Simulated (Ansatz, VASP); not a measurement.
**One calculation of ZrB2, two programs**

```
Zr B
1.0
     3.06990    0.00000    0.00000
    -1.53495    2.65861    0.00000
     0.00000    0.00000    3.60520
Zr B
1 2
Direct
  0.00000 0.00000 0.00000
  0.33333 0.66667 0.50000
  0.66667 0.33333 0.50000
```

Alike in both runs: task single point; functional LDA; k mesh 15 × 15 × 12; occupations gaussian, width 0.15 eV; no spin polarisation.

|  | VASP | Ansatz |
| --- | --- | --- |
| version | VASP 6.6.1 | Ansatz 0.2.0 |
| potentials or method | VASP PAW LDA potentials, release 64 (Zr_sv, B), cutoff 520 eV | scalar-relativistic, plane waves, PAW |
| valence electrons in the cell | 18 | 18 |

```tsv
	VASP	Ansatz	Ansatz less VASP
gap on the k mesh at the Fermi level (eV)	none	none	-
pressure (GPa)	3.5	3.0	-0.53
traceless stress, the component that is largest in VASP (GPa)	-12.94	-12.98	-0.041
```

LDA's correlation is that of Perdew and Zunger in VASP and of Perdew and Wang (1992) in Ansatz. A gap of «none» marks a metal or a gap that the smearing closes.
